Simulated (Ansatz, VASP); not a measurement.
## B in VASP and in Ansatz

```
CELL_PARAMETERS angstrom
2.32910 0.00000 0.00000
-1.16455 2.01706 0.00000
0.00000 0.00000 5.46044
ATOMIC_POSITIONS crystal
B 0.00000 0.00000 0.00000
B 0.00000 0.00000 0.50000
B 0.33333 0.66667 0.75000
B 0.66667 0.33333 0.25000
```

Alike in both runs: functional r2SCAN; k mesh 24 × 24 × 8; occupations gaussian, width 0.1 eV; no spin polarisation.

Ansatz relaxed the structure, and its values are those at the end. VASP's run is a single point on that final structure, the one shown.

|  | VASP | Ansatz |
| --- | --- | --- |
| version | VASP 6.6.1 | Ansatz 0.2.0 |
| potentials or method | VASP PAW PBE potentials, release 64 (B), cutoff 520 eV | scalar-relativistic, plane waves, PAW |
| valence electrons in the cell | 12 | 12 |

|  | VASP | Ansatz | Ansatz less VASP |
| --- | --- | --- | --- |
| gap on the k mesh at the Fermi level (eV) | none | none | - |
| pressure (GPa) | 0.0 | 0.0 | +0.05 |

VASP's potentials were made for PBE, not for r2SCAN. A gap of «none» marks a metal or a gap that the smearing closes.
